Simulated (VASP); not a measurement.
# CdS (Hawleyite) (F-43m) in VASP: notebook

CdS (Hawleyite) is run at these levels: r2SCAN, PBE; tasks: single point.

Program: VASP 6.6.1. These are calculated values, not measurements. Logs are shortened: lines on timing, memory, paths and dates and some standing lists are left out, and cuts for length are marked.

### 1 The cell of the first run

Symmetry: F-43m, No. 216, cubic system. Conventional cell: a = 5.878 Å, b = 5.878 Å, c = 5.878 Å, α = 90.00°, β = 90.00°, γ = 90.00°. Within 3.4 Å of Cd (site symmetry -43m) lie 4 S at 2.55 Å. S (site symmetry -43m) has 4 Cd at 2.55 Å within 3.4 Å.

### 2 Single point, r2SCAN

POSCAR reads:

```
CdS
1.0
    0.0000000000      2.9392138847      2.9392138847
    2.9392138847      0.0000000000      2.9392138847
    2.9392138847      2.9392138847      0.0000000000
Cd S
1 1
Direct
    0.0000000000      0.0000000000      0.0000000000
    0.2500000000      0.2500000000      0.2500000000
```

INCAR.step1 reads:

```
  ALGO = Normal
  EDIFF = 1E-4
  ENCUT = 520
  GGA = PE
  ISMEAR = 0
  LASPH = T
  LCHARG = F
  LREAL = F
  LWAVE = T
  NBANDS = 16
  NELM = 60
  PREC = Accurate
  SIGMA = 0.01
```

INCAR.step2 reads:

```
  ALGO = Normal
  EDIFF = 1E-7
  ENCUT = 520
  ISIF = 2
  ISMEAR = 0
  ISTART = 1
  LASPH = T
  LCHARG = F
  LMIXTAU = T
  LREAL = F
  LWAVE = F
  METAGGA = R2SCAN
  NBANDS = 16
  NELM = 60
  PREC = Accurate
  SIGMA = 0.01
```

KPOINTS reads:

```
k-points
0
Gamma
  6 6 6
```

Potentials or basis: VASP PAW PBE potentials, release 64 (Cd, S).

Launch:

```sh
$ cat potpaw_PBE.64/Cd/POTCAR potpaw_PBE.64/S/POTCAR > POTCAR
$ cp INCAR.step1 INCAR
$ mpirun -np 1 vasp_std > vasp.out
$ cp INCAR.step2 INCAR
$ mpirun -np 1 vasp_std > vasp.out
```

OUTCAR:

```text
EDIFF = 1E-7
   ENCUT = 520
   ISIF = 2
   ISMEAR = 0
   ISTART = 1
   LASPH = T
   LREAL = F
   METAGGA = R2SCAN
   NELM = 60
   PREC = Accurate

 ion  position               nearest neighbor table
   1  0.000  0.000  0.000-   2 2.55   2 2.55   2 2.55   2 2.55
   2  0.250  0.250  0.250-   1 2.55   1 2.55   1 2.55   1 2.55

  LATTYP: Found a face centered cubic cell.
 ALAT       =     5.8784277694

  Lattice vectors:

 A1 = (   0.0000000000,   2.9392138847,   2.9392138847)
 A2 = (   2.9392138847,   0.0000000000,   2.9392138847)
 A3 = (   2.9392138847,   2.9392138847,   0.0000000000)

Analysis of symmetry for initial positions (statically):
=====================================================================
 Subroutine PRICEL returns:
 Original cell was already a primitive cell.

 Routine SETGRP: Setting up the symmetry group for a
 face centered cubic supercell.

 Subroutine GETGRP returns: Found 24 space group operations
 (whereof 24 operations were pure point group operations)
 out of a pool of 48 trial point group operations.

The static configuration has the point symmetry T_d .

Analysis of symmetry for dynamics (positions and initial velocities):
=====================================================================
 Subroutine PRICEL returns:
 Original cell was already a primitive cell.

 Routine SETGRP: Setting up the symmetry group for a
 face centered cubic supercell.

 Subroutine GETGRP returns: Found 24 space group operations
 (whereof 24 operations were pure point group operations)
 out of a pool of 48 trial point group operations.

The dynamic configuration has the point symmetry T_d .

 Subroutine INISYM returns: Found 24 space group operations
 (whereof 24 operations are pure point group operations),
 and found     1 'primitive' translations

----------------------------------------------------------------------------------------

                                     Primitive cell

  volume of cell :      50.7836

  direct lattice vectors                    reciprocal lattice vectors
     0.000000000  2.939213885  2.939213885    -0.170113513  0.170113513  0.170113513
     2.939213885  0.000000000  2.939213885     0.170113513 -0.170113513  0.170113513
     2.939213885  2.939213885  0.000000000     0.170113513  0.170113513 -0.170113513

  length of vectors
     4.156676138  4.156676138  4.156676138     0.294645248  0.294645248  0.294645248

  position of ions in fractional coordinates (direct lattice)
     0.000000000  0.000000000  0.000000000
     0.250000000  0.250000000  0.250000000

  ion indices of the primitive-cell ions
   primitive index   ion index
                 1           1
                 2           2

----------------------------------------------------------------------------------------

 KPOINTS: k-points

Automatic generation of k-mesh.
 Grid dimensions read from file:
 generate k-points for:    6    6    6

 Generating k-lattice:

  Cartesian coordinates                     Fractional coordinates (reciprocal lattice)
    -0.028352252  0.028352252  0.028352252     0.166666667  0.000000000  0.000000000
     0.028352252 -0.028352252  0.028352252     0.000000000  0.166666667  0.000000000
     0.028352252  0.028352252 -0.028352252     0.000000000  0.000000000  0.166666667

  Length of vectors
     0.049107541  0.049107541  0.049107541

  Shift w.r.t. Gamma in fractional coordinates (k-lattice)
     0.000000000  0.000000000  0.000000000

 Subroutine IBZKPT returns following result:
 ===========================================

 Found     16 irreducible k-points:

 Following reciprocal coordinates:
            Coordinates               Weight
  0.000000  0.000000  0.000000      1.000000
  0.166667  0.000000  0.000000      8.000000
  0.333333  0.000000  0.000000      8.000000
  0.500000  0.000000  0.000000      4.000000
  0.166667  0.166667  0.000000      6.000000
  0.333333  0.166667  0.000000     24.000000
[... 8 lines left out ...]
 -0.333333  0.333333  0.166667     24.000000
 -0.333333  0.500000  0.166667     12.000000
   k-points           NKPTS =     16   k-points in BZ     NKDIM =     16   number of bands    NBANDS=     16
   number of dos      NEDOS =    301   number of ions     NIONS =      2
   total plane-waves  NPLWV =  32768
   dimension x,y,z NGX =    32 NGY =   32 NGZ =   32
   dimension x,y,z NGXF=    64 NGYF=   64 NGZF=   64
   ions per type =               1   1
   NGX,Y,Z   is equivalent  to a cutoff of  12.80, 12.80, 12.80 a.u.
   NGXF,Y,Z  is equivalent  to a cutoff of  25.60, 25.60, 25.60 a.u.
 SYSTEM =  unknown system
   PREC   = accura    normal or accurate (medium, high low for compatibility)
   ISTART =      1    job   : 0-new  1-cont  2-samecut
   ICHARG =      0    charge: 1-file 2-atom 10-const
   ISPIN  =      1    spin polarized calculation?
   LNONCOLLINEAR =      F non collinear calculations
   LSORBIT =      F    spin-orbit coupling
   LASPH  =      T    aspherical Exc in radial PAW
   ENCUT  =  520.0 eV  38.22 Ry    6.18 a.u.   7.73  7.73  7.73*2*pi/ulx,y,z
   NELM   =     60;   NELMIN=  2; NELMDL=  0     # of ELM steps
   EDIFF  = 0.1E-06   stopping-criterion for ELM
   LREAL  =      F    real-space projection
   EDIFFG = 0.1E-05   stopping-criterion for IOM
   NSW    =      0    number of steps for IOM
   IBRION =     -1    ionic relax: 0-MD 1-quasi-New 2-CG
   NFREE  =      0    steps in history (QN), initial steepest desc. (CG)
   ISIF   =      2    stress and relaxation
   ISYM   =      2    0-nonsym 1-usesym 2-fastsym
   POTIM  = 0.5000    time-step for ionic-motion
   TEBEG  =    0.0;   TEEND  =   0.0 temperature during run
   PSTRESS=    0.0 pullay stress
   NELECT =      18.0000    total number of electrons
   NUPDOWN=      -1.0000    fix difference up-down
   EMIN   =  10.00;   EMAX   =-10.00  energy-range for DOS
   EFERMI =   0.00;   METHOD = LEGACY
   ISMEAR =     0;   SIGMA  =   0.01  broadening in eV -4-tet -1-fermi 0-gaus
   EFERMI_NEDOS =   21; number of points for ismear=-14 and -15
   IALGO  =     38    algorithm
   IMIX   =      4    mixing-type and parameters
     AMIX     =   0.40;   BMIX     =  1.00
     AMIX_MAG =   1.60;   BMIX_MAG =  1.00
  volume/ion in A,a.u.               =      25.39       171.35
  Fermi-wavevector in a.u.,A,eV,Ry     =   1.158576  2.189391 18.263073  1.342298
  Thomas-Fermi vector in A             =   2.295177
   LORBIT       =      0    0 simple, 1 ext, 2 COOP (PROOUT), +10 PAW based schemes
   METAGGA = R2SCAN    functional components
   LHFCALC =     F    Hartree Fock is set to
   AEXX    =    0.0000 exact exchange contribution
   IVDW    =     0    specifies the selected vdW correction
   LEPSILON=     F    determine dielectric tensor
   LRPA    =     F    only Hartree local field effects (RPA)
 non-spin polarized calculation
 Gauss-broadening in eV      SIGMA  =   0.01
  energy-cutoff  :      520.00
  volume of cell :       50.78
 maximum number of plane-waves:      1381
   NGX = 15   NGY = 15   NGZ = 15

 number of electron      18.0000005 magnetization

 Free energy of the ion-electron system (eV)
  ---------------------------------------------------
  ext. energy  EPLUGINS =         0.00000000
  ---------------------------------------------------
  free energy    TOTEN  =       -29.68435406 eV

  energy without entropy =      -29.68435406  energy(sigma->0) =      -29.68435406

 E-fermi :   0.9719     XC(G=0):  -9.6185

 val. band max:        0.8541685788   @ k =   0.0000   0.0000   0.0000
 cond. band min:       2.3915030738   @ k =   0.0000   0.0000   0.0000
 fundamental gap:      1.5373344950
 Fermi energy:         0.9719334076

 k-point     1 :       0.0000    0.0000    0.0000
  band No.  band energies     occupation
      1     -11.8768      2.00000
      2      -7.0333      2.00000
      3      -7.0333      2.00000
      4      -7.0333      2.00000
      5      -6.5529      2.00000
      6      -6.5529      2.00000
[... 8 lines left out ...]
     15      12.8289      0.00000
     16      12.8289      0.00000

 k-point     2 :       0.1667    0.0000    0.0000
  band No.  band energies     occupation
      1     -11.7752      2.00000
      2      -6.9961      2.00000
      3      -6.9961      2.00000
      4      -6.9281      2.00000
      5      -6.5533      2.00000
      6      -6.5533      2.00000
[... 8 lines left out ...]
     15      12.0055      0.00000
     16      13.0754      0.00000

 k-point     3 :       0.3333    0.0000    0.0000
  band No.  band energies     occupation
      1     -11.5710      2.00000
      2      -6.9342      2.00000
      3      -6.9342      2.00000
      4      -6.5557      2.00000
      5      -6.5368      2.00000
      6      -6.5368      2.00000
[... 8 lines left out ...]
     15      12.4703      0.00000
     16      12.4703      0.00000

 k-point     4 :       0.5000    0.0000    0.0000
  band No.  band energies     occupation
      1     -11.4695      2.00000
      2      -6.9121      2.00000
      3      -6.9121      2.00000
      4      -6.5173      2.00000
      5      -6.5173      2.00000
      6      -6.1873      2.00000
[... 8 lines left out ...]
     15      13.9824      0.00000
     16      13.9824      0.00000
[... 172 lines left out ...]
 k-point    14 :       0.5000    0.3333    0.1667
  band No.  band energies     occupation
      1     -11.4407      2.00000
      2      -6.8440      2.00000
      3      -6.8346      2.00000
      4      -6.6439      2.00000
      5      -6.5144      2.00000
      6      -6.2682      2.00000
[... 8 lines left out ...]
     15      14.4422      0.00000
     16      14.7089      0.00000

 k-point    15 :      -0.3333    0.3333    0.1667
  band No.  band energies     occupation
      1     -11.3762      2.00000
      2      -6.8363      2.00000
      3      -6.7985      2.00000
      4      -6.5917      2.00000
      5      -6.5346      2.00000
      6      -6.0193      2.00000
[... 8 lines left out ...]
     15      13.8791      0.00000
     16      14.7830      0.00000

 k-point    16 :      -0.3333    0.5000    0.1667
  band No.  band energies     occupation
      1     -11.3446      2.00000
      2      -6.7968      2.00000
      3      -6.7617      2.00000
      4      -6.6311      2.00000
      5      -6.5121      2.00000
      6      -5.9900      2.00000
[... 8 lines left out ...]
     15      14.6695      0.00000
     16      14.7252      0.00000

------------------------ aborting loop because EDIFF is reached ----------------------------------------

  FORCE on cell =-STRESS in cart. coord.  units (eV):
  Direction    XX          YY          ZZ          XY          YZ          ZX
  --------------------------------------------------------------------------------------
  -------------------------------------------------------------------------------------
  Total        0.0918294      0.0918294      0.0918294      0.0000000     -0.0000000      0.0000000
  in kB        2.8971340      2.8971340      2.8971340      0.0000000     -0.0000000      0.0000000
  external PRESSURE =       2.8971340 kB  Pullay stress =       0.0000000 kB

 VOLUME and BASIS-vectors are now :
 -----------------------------------------------------------------------------
  energy-cutoff  :      520.00
  volume of cell :       50.78
      direct lattice vectors                 reciprocal lattice vectors
     0.000000000  2.939213885  2.939213885    -0.170113513  0.170113513  0.170113513
     2.939213885  0.000000000  2.939213885     0.170113513 -0.170113513  0.170113513
     2.939213885  2.939213885  0.000000000     0.170113513  0.170113513 -0.170113513

 POSITION                                       TOTAL-FORCE (eV/Angst)
 -----------------------------------------------------------------------------------
      0.00000      0.00000      0.00000        -0.000000     -0.000000     -0.000000
      1.46961      1.46961      1.46961         0.000000      0.000000      0.000000
 -----------------------------------------------------------------------------------
    total drift:                               -0.000004     -0.000004     -0.000004

  FREE ENERGIE OF THE ION-ELECTRON SYSTEM (eV)
  ---------------------------------------------------
  free  energy   TOTEN  =       -29.6843540605 eV

  energy  without entropy=      -29.6843540605  energy(sigma->0) =      -29.68435406
```

Run time: 37 s. Hardware: 1 thread of AMD EPYC 9R45 (Zen 5), shared host; peak memory 0.15 GiB.

What came out:

- Free energy: -29.6844 eV
- Pressure: 0.3 GPa
- Band gap on the k mesh: 1.54 eV, direct

Levels at points of the mesh, in eV from the valence-band top:
```
           k point  band 7  band 8  band 9  band 10  band 11  band 12
(0.00, 0.00, 0.00)    0.00    0.00    0.00     1.54     7.08     7.08
(0.50, 0.00, 0.00)   -4.32   -0.73   -0.73     3.44     7.48     7.48
(0.50, 0.50, 0.00)   -3.88   -1.84   -1.84     3.88     4.73     9.69
```

Caveat: the PAW data sets were made with another functional, which shifts forces and pressure a little. r2SCAN opens gaps a little over a GGA but as a rule still falls short of measured ones.

### 3 Single point, PBE

INCAR reads:

```
ALGO     = Normal         # electronic algorithm
EDIFF    = 1E-7           # SCF threshold, eV
ENCUT    = 520            # plane-wave cutoff, eV
GGA      = PE             # functional
ISIF     = 2              # what is computed and relaxed
ISMEAR   = 0              # smearing method
LASPH    = True           # aspherical terms in the spheres
LCHARG   = False          # write CHGCAR
LREAL    = False          # projectors in reciprocal space
LWAVE    = False          # write WAVECAR
NBANDS   = 16             # bands
NELM     = 80             # most SCF steps
PREC     = Accurate       # precision mode
SIGMA    = 0.01           # smearing width, eV
```

KPOINTS reads:

```
k-points
0
Gamma
  8 8 8
```

POSCAR is that of step 2.

Potentials or basis: VASP PAW PBE potentials, release 64 (Cd, S).

Launch:

```sh
$ cat potpaw_PBE.64/Cd/POTCAR potpaw_PBE.64/S/POTCAR > POTCAR
$ mpirun -np 1 vasp_std > vasp.out
```

Wall time 14 s (1 thread of AMD EPYC 9R45 (Zen 5), shared host); peak memory 0.15 GiB.

The run converged. Its results:

| Quantity | Value |
| --- | --- |
| Free energy | -6.1393 eV |
| Pressure | 1.7 GPa |
| Band gap on the k mesh | 1.10 eV, direct |

Levels at points of the mesh, in eV from the valence-band top:
| k point | band 5 | band 6 | band 7 | band 8 | band 9 | band 10 | band 11 | band 12 | band 13 | band 14 |
| --- | --- | --- | --- | --- | --- | --- | --- | --- | --- | --- |
| (0.00, 0.00, 0.00) | -7.20 | -7.20 | 0.00 | 0.00 | 0.00 | 1.10 | 6.55 | 6.55 | 6.55 | 11.31 |
| (0.50, 0.00, 0.00) | -7.16 | -6.84 | -4.26 | -0.72 | -0.72 | 2.98 | 7.01 | 7.01 | 7.41 | 11.02 |
| (0.50, 0.50, 0.00) | -7.12 | -6.78 | -3.85 | -1.80 | -1.80 | 3.59 | 4.32 | 9.14 | 10.64 | 10.64 |
